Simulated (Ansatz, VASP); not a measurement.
## Two plane-wave programs on Ti

```
Ti
1.0
     0.00000    1.97696    1.97696
     1.97696    0.00000    1.97696
     1.97696    1.97696    0.00000
Ti
1
Cartesian
  0.0000 0.0000 0.0000
```

Alike in both runs: task single point; functional PBE; k mesh 18 × 18 × 18; occupations gaussian, width 0.1 eV; no spin polarisation.

|  | VASP | Ansatz |
| --- | --- | --- |
| version | VASP 6.6.1 | Ansatz 0.2.0 |
| potentials or method | VASP PAW PBE potentials, release 64 (Ti_sv), cutoff 520 eV | scalar-relativistic, plane waves, PAW |
| valence electrons in the cell | 12 | 12 |

```tsv
	VASP	Ansatz	Ansatz less VASP
gap on the k mesh at the Fermi level (eV)	none	none	-
pressure (GPa)	14.9	15.4	+0.48
```

A gap of «none» marks a metal or a gap that the smearing closes. With one functional, cell and mesh, what is left measures potentials, basis and numerics.
